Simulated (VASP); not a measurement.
KF:

```
K F
1.0
     2.55950   -2.68385    0.00000
     2.55950    2.68385    0.00000
    -2.52647    0.00000    2.71979
K F
1 1
Direct
  0.03822 0.03822 0.99380
  0.46178 0.46178 0.00620
```

```yaml
Program: VASP 6.6.1
Task: relaxation of cell and atoms
Functional: PBE
Potentials_or_basis: VASP PAW PBE potentials, release 64 (K_sv, F)
Cutoff: 600 eV
k_mesh: 6 × 6 × 6
Occupations: gaussian, width 0.1 eV
Spin: no spin polarisation
```

At the start: pressure 7.7 GPa; volume 18.68 Å³/atom.

Question: How do energy, volume and symmetry change on relaxing?

Answer: Over 12 steps the energy falls by 207.7 meV/atom and the volume is 19.91 Å³/atom (+6.6 %); space group Fm-3m (No. 225, to 0.05 Å).

The path:
| step | energy change (eV) | largest force (eV/Å) | pressure (GPa) | volume (Å³) |
| --- | --- | --- | --- | --- |
| 1 | 0.0000 | 2.3221 | 7.68 | 37.37 |
| 2 | -0.3831 | 0.1290 | -1.05 | 42.25 |
| 3 | -0.3830 | 0.1730 | -0.77 | 41.87 |
| 4 | -0.3833 | 0.1527 | -0.90 | 42.03 |
| 5 | -0.3889 | 0.1515 | -0.54 | 41.36 |
| 6 | -0.3956 | 0.1432 | 0.74 | 39.39 |
| 7 | -0.4002 | 0.1278 | 0.72 | 39.28 |
| 8 | -0.4101 | 0.0657 | 0.77 | 38.93 |
| 9 | -0.3919 | 0.2346 | 1.62 | 38.21 |
| 10 | -0.4113 | 0.0468 | 0.84 | 38.82 |
| 11 | -0.4116 | 0.0305 | 0.92 | 38.72 |
| 12 | -0.4154 | 0.0169 | 0.02 | 39.82 |

Final structure:
```
K F
1.0
     2.71263   -2.71691   -0.02629
     2.71263    2.71691   -0.02629
    -2.70187    0.00000    2.72760
K F
1 1
Direct
  0.00130 0.00130 0.00221
  0.49870 0.49870 0.99779
```
